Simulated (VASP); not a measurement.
# Li2S (Fm-3m) in VASP: single point with LDA

Aim: the single point of Li2S with LDA.

Program: VASP 6.6.1. These are calculated values, not measurements. Logs are shortened: lines on timing, memory, paths and dates and some standing lists are left out, and cuts for length are marked.

### 1 The cell of the first run

The structure is cubic, space group Fm-3m (No. 225). The conventional cell has a = 5.708 Å, b = 5.708 Å, c = 5.708 Å, α = 90.00°, β = 90.00°, γ = 90.00°. Within 3.3 Å of Li (site symmetry -43m) lie 4 S at 2.47 Å and 6 Li at 2.85 Å. Within 3.3 Å of S (site symmetry m-3m) lie 8 Li at 2.47 Å.

### 2 Single point, LDA

File INCAR:

```
SYSTEM = Li2S
  PREC = Accurate
  ENCUT = 750
  EDIFF = 1E-6
  ISMEAR = 0
  SIGMA = 0.05
  LREAL = .False.
  LASPH = .True.
  NELM = 120
  ALGO = Normal
  ISIF = 2
  LWAVE = .False.
  LCHARG = .False.
  GGA = CA
  NBANDS = 13
  GGA_COMPAT = .False.
```

File KPOINTS:

```
Automatic mesh
0
Gamma
  8 8 8
  0 0 0
```

File POSCAR:

```
Li2S
1.0
    0.0000000000      2.8540000000      2.8540000000
    2.8540000000      0.0000000000      2.8540000000
    2.8540000000      2.8540000000      0.0000000000
Li S
2 1
Direct
    0.2500000000      0.2500000000      0.2500000000
    0.7500000000      0.7500000000      0.7500000000
    0.0000000000      0.0000000000      0.0000000000
```

Potentials or basis: VASP PAW LDA potentials, release 64 (Li_sv, S).

The run is started by

```bash
> cat potpaw_LDA.64/Li_sv/POTCAR potpaw_LDA.64/S/POTCAR > POTCAR
> mpirun -np 1 vasp_std > vasp.out
```

OUTCAR:

```text
SYSTEM = Li2S
   PREC = Accurate
   ENCUT = 750
   EDIFF = 1E-6
   ISMEAR = 0
   LREAL = .False.
   LASPH = .True.
   NELM = 120
   ISIF = 2
   GGA = CA

 ion  position               nearest neighbor table
   1  0.250  0.250  0.250-   3 2.47   3 2.47   3 2.47   3 2.47
   2  0.750  0.750  0.750-   3 2.47   3 2.47   3 2.47   3 2.47
   3  0.000  0.000  0.000-   2 2.47   2 2.47   2 2.47   1 2.47   2 2.47   1 2.47   1 2.47   1 2.47

  LATTYP: Found a face centered cubic cell.
 ALAT       =     5.7080000000

  Lattice vectors:

 A1 = (   0.0000000000,   2.8540000000,   2.8540000000)
 A2 = (   2.8540000000,   0.0000000000,   2.8540000000)
 A3 = (   2.8540000000,   2.8540000000,   0.0000000000)

Analysis of symmetry for initial positions (statically):
=====================================================================
 Subroutine PRICEL returns:
 Original cell was already a primitive cell.

 Routine SETGRP: Setting up the symmetry group for a
 face centered cubic supercell.

 Subroutine GETGRP returns: Found 48 space group operations
 (whereof 48 operations were pure point group operations)
 out of a pool of 48 trial point group operations.

The static configuration has the point symmetry O_h .

Analysis of symmetry for dynamics (positions and initial velocities):
=====================================================================
 Subroutine PRICEL returns:
 Original cell was already a primitive cell.

 Routine SETGRP: Setting up the symmetry group for a
 face centered cubic supercell.

 Subroutine GETGRP returns: Found 48 space group operations
 (whereof 48 operations were pure point group operations)
 out of a pool of 48 trial point group operations.

The dynamic configuration has the point symmetry O_h .

 Subroutine INISYM returns: Found 48 space group operations
 (whereof 48 operations are pure point group operations),
 and found     1 'primitive' translations

----------------------------------------------------------------------------------------

                                     Primitive cell

  volume of cell :      46.4935

  direct lattice vectors                    reciprocal lattice vectors
     0.000000000  2.854000000  2.854000000    -0.175192712  0.175192712  0.175192712
     2.854000000  0.000000000  2.854000000     0.175192712 -0.175192712  0.175192712
     2.854000000  2.854000000  0.000000000     0.175192712  0.175192712 -0.175192712

  length of vectors
     4.036165507  4.036165507  4.036165507     0.303442678  0.303442678  0.303442678

  position of ions in fractional coordinates (direct lattice)
     0.250000000  0.250000000  0.250000000
     0.750000000  0.750000000  0.750000000
     0.000000000  0.000000000  0.000000000

  ion indices of the primitive-cell ions
   primitive index   ion index
                 1           1
                 2           2
                 3           3

----------------------------------------------------------------------------------------

 KPOINTS: Automatic mesh

Automatic generation of k-mesh.
 Grid dimensions read from file:
 generate k-points for:    8    8    8

 Generating k-lattice:

  Cartesian coordinates                     Fractional coordinates (reciprocal lattice)
    -0.021899089  0.021899089  0.021899089     0.125000000  0.000000000  0.000000000
     0.021899089 -0.021899089  0.021899089     0.000000000  0.125000000  0.000000000
     0.021899089  0.021899089 -0.021899089     0.000000000  0.000000000  0.125000000

  Length of vectors
     0.037930335  0.037930335  0.037930335

  Shift w.r.t. Gamma in fractional coordinates (k-lattice)
     0.000000000  0.000000000  0.000000000

 Subroutine IBZKPT returns following result:
 ===========================================

 Found     29 irreducible k-points:

 Following reciprocal coordinates:
            Coordinates               Weight
  0.000000  0.000000  0.000000      1.000000
  0.125000  0.000000  0.000000      8.000000
  0.250000  0.000000  0.000000      8.000000
  0.375000  0.000000  0.000000      8.000000
  0.500000  0.000000  0.000000      4.000000
  0.125000  0.125000  0.000000      6.000000
[... 16 lines left out ...]
  0.500000  0.250000  0.125000     48.000000
 -0.375000  0.250000  0.125000     24.000000
 [... further k-points ...]
   k-points           NKPTS =     29   k-points in BZ     NKDIM =     29   number of bands    NBANDS=     13
   number of dos      NEDOS =    301   number of ions     NIONS =      3
   total plane-waves  NPLWV =  46656
   dimension x,y,z NGX =    36 NGY =   36 NGZ =   36
   dimension x,y,z NGXF=    72 NGYF=   72 NGZF=   72
   ions per type =               2   1
   NGX,Y,Z   is equivalent  to a cutoff of  14.83, 14.83, 14.83 a.u.
   NGXF,Y,Z  is equivalent  to a cutoff of  29.66, 29.66, 29.66 a.u.
 SYSTEM =  Li2S
   PREC   = accura    normal or accurate (medium, high low for compatibility)
   ISTART =      0    job   : 0-new  1-cont  2-samecut
   ICHARG =      2    charge: 1-file 2-atom 10-const
   ISPIN  =      1    spin polarized calculation?
   LNONCOLLINEAR =      F non collinear calculations
   LSORBIT =      F    spin-orbit coupling
   LASPH  =      T    aspherical Exc in radial PAW
   ENCUT  =  750.0 eV  55.12 Ry    7.42 a.u.   9.01  9.01  9.01*2*pi/ulx,y,z
   NELM   =    120;   NELMIN=  2; NELMDL= -5     # of ELM steps
   EDIFF  = 0.1E-05   stopping-criterion for ELM
   LREAL  =      F    real-space projection
   EDIFFG = 0.1E-04   stopping-criterion for IOM
   NSW    =      0    number of steps for IOM
   IBRION =     -1    ionic relax: 0-MD 1-quasi-New 2-CG
   NFREE  =      0    steps in history (QN), initial steepest desc. (CG)
   ISIF   =      2    stress and relaxation
   ISYM   =      2    0-nonsym 1-usesym 2-fastsym
   POTIM  = 0.5000    time-step for ionic-motion
   TEBEG  =    0.0;   TEEND  =   0.0 temperature during run
   PSTRESS=    0.0 pullay stress
   NELECT =      12.0000    total number of electrons
   NUPDOWN=      -1.0000    fix difference up-down
   EMIN   =  10.00;   EMAX   =-10.00  energy-range for DOS
   EFERMI =   0.00;   METHOD = LEGACY
   ISMEAR =     0;   SIGMA  =   0.05  broadening in eV -4-tet -1-fermi 0-gaus
   EFERMI_NEDOS =   21; number of points for ismear=-14 and -15
   IALGO  =     38    algorithm
   IMIX   =      4    mixing-type and parameters
     AMIX     =   0.40;   BMIX     =  1.00
     AMIX_MAG =   1.60;   BMIX_MAG =  1.00
  volume/ion in A,a.u.               =      15.50       104.58
  Fermi-wavevector in a.u.,A,eV,Ry     =   1.042328  1.969715 14.782032  1.086449
  Thomas-Fermi vector in A             =   2.176989
   LORBIT       =      0    0 simple, 1 ext, 2 COOP (PROOUT), +10 PAW based schemes
   GGA     = CA    functional components
   LHFCALC =     F    Hartree Fock is set to
   AEXX    =    0.0000 exact exchange contribution
   IVDW    =     0    specifies the selected vdW correction
   LEPSILON=     F    determine dielectric tensor
   LRPA    =     F    only Hartree local field effects (RPA)
 non-spin polarized calculation
 Gauss-broadening in eV      SIGMA  =   0.05
  energy-cutoff  :      750.00
  volume of cell :       46.49
 maximum number of plane-waves:      2200
   NGX = 17   NGY = 17   NGZ = 17

 number of electron      11.9999999 magnetization

 Free energy of the ion-electron system (eV)
  ---------------------------------------------------
  ext. energy  EPLUGINS =         0.00000000
  ---------------------------------------------------
  free energy    TOTEN  =       -12.98072907 eV

  energy without entropy =      -12.98072907  energy(sigma->0) =      -12.98072907

 E-fermi :   1.5645     XC(G=0):  -8.8023

 val. band max:        1.3496329090   @ k =   0.0000   0.0000   0.0000
 cond. band min:       4.5227145799   @ k =   0.5000   0.5000   0.0000
 fundamental gap:      3.1730816708
 Fermi energy:         1.5645361490

 k-point     1 :       0.0000    0.0000    0.0000
  band No.  band energies     occupation
      1     -41.8571      2.00000
      2     -41.8098      2.00000
      3      -9.6113      2.00000
      4       1.3496      2.00000
      5       1.3496      2.00000
      6       1.3496      2.00000
      7       5.3870      0.00000
      8       7.3645      0.00000
      9       7.3645      0.00000
     10       7.3645      0.00000
     11      12.4578      0.00000
     12      12.4578      0.00000
     13      13.4552      0.00000

 k-point     2 :       0.1250    0.0000    0.0000
  band No.  band energies     occupation
      1     -41.8552      2.00000
      2     -41.8115      2.00000
      3      -9.5550      2.00000
      4       0.7364      2.00000
      5       1.2589      2.00000
      6       1.2589      2.00000
      7       5.8222      0.00000
      8       7.6010      0.00000
      9       7.6010      0.00000
     10       7.7246      0.00000
     11      11.4111      0.00000
     12      11.4111      0.00000
     13      13.6166      0.00000

 k-point     3 :       0.2500    0.0000    0.0000
  band No.  band energies     occupation
      1     -41.8498      2.00000
      2     -41.8163      2.00000
      3      -9.4101      2.00000
      4      -0.3702      2.00000
      5       1.0635      2.00000
      6       1.0635      2.00000
      7       6.4938      0.00000
      8       7.9305      0.00000
      9       7.9305      0.00000
     10       8.5679      0.00000
     11      11.0234      0.00000
     12      11.0234      0.00000
     13      14.0940      0.00000

 k-point     4 :       0.3750    0.0000    0.0000
  band No.  band energies     occupation
      1     -41.8418      2.00000
      2     -41.8237      2.00000
      3      -9.2505      2.00000
      4      -1.2432      2.00000
      5       0.8939      2.00000
      6       0.8939      2.00000
      7       7.0265      0.00000
      8       7.8383      0.00000
      9       7.8383      0.00000
     10       9.2734      0.00000
     11      12.0744      0.00000
     12      12.0744      0.00000
     13      14.6825      0.00000

 k-point     5 :       0.5000    0.0000    0.0000
  band No.  band energies     occupation
      1     -41.8326      2.00000
      2     -41.8325      2.00000
      3      -9.1791      2.00000
      4      -1.5684      2.00000
      5       0.8296      2.00000
      6       0.8296      2.00000
      7       7.2491      0.00000
      8       7.7246      0.00000
      9       7.7246      0.00000
     10       9.5217      0.00000
     11      13.8154      0.00000
     12      13.8154      0.00000
     13      14.3306      0.00000
[... 257 lines left out ...]
 k-point    22 :       0.3750    0.2500    0.1250
  band No.  band energies     occupation
      1     -41.8462      2.00000
      2     -41.8194      2.00000
      3      -9.3008      2.00000
      4      -0.4934      2.00000
      5       0.3361      2.00000
      6       0.8174      2.00000
      7       6.5707      0.00000
      8       8.1696      0.00000
      9       8.2915      0.00000
     10       9.2471      0.00000
     11      10.2171      0.00000
     12      13.3894      0.00000
     13      15.7376      0.00000

 k-point    23 :       0.5000    0.2500    0.1250
  band No.  band energies     occupation
      1     -41.8398      2.00000
      2     -41.8253      2.00000
      3      -9.1700      2.00000
      4      -1.0347      2.00000
      5       0.1035      2.00000
      6       0.5730      2.00000
      7       6.8783      0.00000
      8       7.9130      0.00000
      9       9.1624      0.00000
     10       9.5839      0.00000
     11      11.1297      0.00000
     12      13.4677      0.00000
     13      15.0293      0.00000

 k-point    24 :      -0.3750    0.2500    0.1250
  band No.  band energies     occupation
      1     -41.8324      2.00000
      2     -41.8324      2.00000
      3      -9.1124      2.00000
      4      -1.2692      2.00000
      5       0.0853      2.00000
      6       0.4221      2.00000
      7       7.0278      0.00000
      8       7.7744      0.00000
      9       9.5022      0.00000
     10      10.1547      0.00000
     11      11.4790      0.00000
     12      12.7396      0.00000
     13      14.5893      0.00000

 [... further k-points ...]

------------------------ aborting loop because EDIFF is reached ----------------------------------------

  FORCE on cell =-STRESS in cart. coord.  units (eV):
  Direction    XX          YY          ZZ          XY          YZ          ZX
  --------------------------------------------------------------------------------------
  -------------------------------------------------------------------------------------
  Total       -0.8919708     -0.8919708     -0.8919708      0.0000000      0.0000000      0.0000000
  in kB      -30.7375558    -30.7375558    -30.7375558      0.0000000      0.0000000      0.0000000
  external PRESSURE =     -30.7375558 kB  Pullay stress =       0.0000000 kB

 VOLUME and BASIS-vectors are now :
 -----------------------------------------------------------------------------
  energy-cutoff  :      750.00
  volume of cell :       46.49
      direct lattice vectors                 reciprocal lattice vectors
     0.000000000  2.854000000  2.854000000    -0.175192712  0.175192712  0.175192712
     2.854000000  0.000000000  2.854000000     0.175192712 -0.175192712  0.175192712
     2.854000000  2.854000000  0.000000000     0.175192712  0.175192712 -0.175192712

 POSITION                                       TOTAL-FORCE (eV/Angst)
 -----------------------------------------------------------------------------------
      1.42700      1.42700      1.42700         0.000000      0.000000      0.000000
      4.28100      4.28100      4.28100        -0.000000     -0.000000     -0.000000
      0.00000      0.00000      0.00000         0.000000     -0.000000      0.000000
 -----------------------------------------------------------------------------------
    total drift:                                0.000000      0.000000      0.000000

  FREE ENERGIE OF THE ION-ELECTRON SYSTEM (eV)
  ---------------------------------------------------
  free  energy   TOTEN  =       -12.9807290726 eV

  energy  without entropy=      -12.9807290726  energy(sigma->0) =      -12.98072907
```

Run time: 19 s. Hardware: 1 thread of AMD EPYC 9R45 (Zen 5), shared host; peak memory 0.14 GiB.

What came out:

```
Free energy            : -12.9807 eV
Pressure               : -3.1 GPa
Band gap on the k mesh : 3.17 eV, indirect (least direct gap 4.04 eV)
```

Levels at points of the mesh, in eV from the valence-band top:
```csv
k point,band 4,band 5,band 6,band 7,band 8,band 9
"(0.00, 0.00, 0.00)",0.00,0.00,0.00,4.04,6.01,6.01
"(0.50, 0.00, 0.00)",-2.92,-0.52,-0.52,5.90,6.38,6.38
"(0.50, 0.50, 0.00)",-2.18,-1.45,-1.45,3.17,6.95,10.78
```

A k mesh can miss the band edges. LDA gaps usually lie below the measured ones, often by a third to a half.
